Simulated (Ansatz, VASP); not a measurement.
# One calculation of BaZrO3, two programs

Contents of INCAR:

```
ALGO = Normal
EDIFF = 1E-6
ENCUT = 910
GGA = PE
GGA_COMPAT = False
ISIF = 2
ISMEAR = 0
LASPH = True
LCHARG = True
LELF = True
LREAL = False
LVHAR = True
LWAVE = False
NBANDS = 28
NELM = 120
PREC = Accurate
SIGMA = 0.05
```

The input KPOINTS:

```
k-points
0
Gamma
  6 6 6
```

Contents of POSCAR:

```
BaZrO3
1.0
    4.1815000000      0.0000000000      0.0000000000
    0.0000000000      4.1815000000      0.0000000000
    0.0000000000      0.0000000000      4.1815000000
Ba Zr O
1 1 3
Direct
    0.5084551809      0.4915448191      0.5000000000
    0.0000000000      0.0000000000      0.0000000000
    0.5000000000      0.0000000000      0.0000000000
    0.0000000000      0.5000000000      0.0000000000
    0.0000000000      0.0000000000      0.5000000000
```

Input for Ansatz:

```yaml
crystal:
  lattice:
    - [4.1815, 0.0, 0.0]
    - [0.0, 4.1815, 0.0]
    - [0.0, 0.0, 4.1815]
  atoms:
    - { symbol: Ba, position: [0.5084551809, 0.4915448191, 0.5] }
    - { symbol: Zr, position: [0.0, 0.0, 0.0] }
    - { symbol: O, position: [0.5, 0.0, 0.0] }
    - { symbol: O, position: [0.0, 0.5, 0.0] }
    - { symbol: O, position: [0.0, 0.0, 0.5] }
basis:
  ecutwfc: 420
kpoints:
  mp_grid: { grid: [6, 6, 6] }
hamiltonian:
  xc: pbe
scf:
  occupations: { method: gaussian, width: 0.05 }
output:
  forces: true
  stress: true
  eigenvalues: true
```

Change from the starting cell: all Ba atoms moved +0.050 Å, as atom 1 along Cartesian [1 -1 0].

Alike in both runs: task single point; functional PBE; k mesh 6 × 6 × 6; occupations gaussian, width 0.05 eV; no spin polarisation.

|  | VASP | Ansatz |
| --- | --- | --- |
| version | VASP 6.6.1 | Ansatz 0.2.0 |
| potentials or method | VASP PAW PBE potentials, release 64 (Ba_sv, Zr_sv, O_h), cutoff 910 eV | scalar-relativistic, plane waves, PAW |
| valence electrons in the cell | 40 | 40 |

|  | VASP | Ansatz | Ansatz less VASP |
| --- | --- | --- | --- |
| gap on the k mesh at the Fermi level (eV) | 3.21 | 3.25 | +0.046 |
| least direct gap on the mesh (eV) | 3.42 | 3.44 | +0.021 |
| rms of the force components (eV/Å) | 0.071 | 0.067 | -0.0039 |

Atom by atom the forces differ by 0.006 eV/Å (rms over components). With one functional, cell and mesh, what is left measures potentials, basis and numerics.

Neither program's run includes spin-orbit coupling. Noted on VASP's run: the cutoff is under 1.25 times that of the potentials, so the pressure is a little rough.
